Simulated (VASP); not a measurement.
Runs of VASP 6.6.1 on Al3GaN4. The structure is that of space group P-42m (No. 111), or close to it. The cells are those of the table. 

```csv
cell,gap on the mesh (eV),pressure (GPa),largest force (eV/Å)
"a = 4.497, b = 4.497, c = 4.232 Å, 8 atoms",2.99,-0.4,0.07
"a = 4.447, b = 4.447, c = 5.021 Å, 8 atoms",1.94,-22.3,0.08
"a = 4.378, b = 4.378, c = 4.943 Å, 8 atoms",2.28,-17.1,0.09
"a = 4.319, b = 4.319, c = 4.589 Å, 8 atoms",3.10,-0.3,0.06
"a = 4.156, b = 4.156, c = 4.692 Å, 8 atoms",2.90,10.9,0.13
"a = 4.747, b = 4.747, c = 4.204 Å, 8 atoms",2.30,(b),(a)
"a = 4.725, b = 4.725, c = 4.447 Å, 8 atoms",2.12,-22.0,0.05
"a = 4.232, b = 4.232, c = 4.778 Å, 8 atoms",2.88,-1.1,0.11
"a = 4.506, b = 4.506, c = 3.991 Å, 8 atoms",2.77,10.6,0.15
"a = 4.148, b = 4.148, c = 4.976 Å, 8 atoms",2.61,-2.1,0.15
"a = 4.822, b = 4.822, c = 4.271 Å, 8 atoms",1.95,-22.5,0.09
"a = 4.920, b = 4.920, c = 4.102 Å, 8 atoms",1.76,-23.4,0.13
```

Alike in all rows: task single point; level PBEsol; potentials or basis VASP PAW PBE potentials, release 64 (Al, Ga_d, N); no spin polarisation; k mesh 6 × 6 × 6; cutoff (eV) 520; smearing gaussian 0.05 eV.

**Question.** Fill in the values left out.

**Answer.** (a) 0.10; (b) -17.3.

Caveats: the PAW data sets were made with another functional, which shifts forces and pressure a little.

A k mesh can miss the band edges, and the runs leave out spin-orbit coupling on Ga.
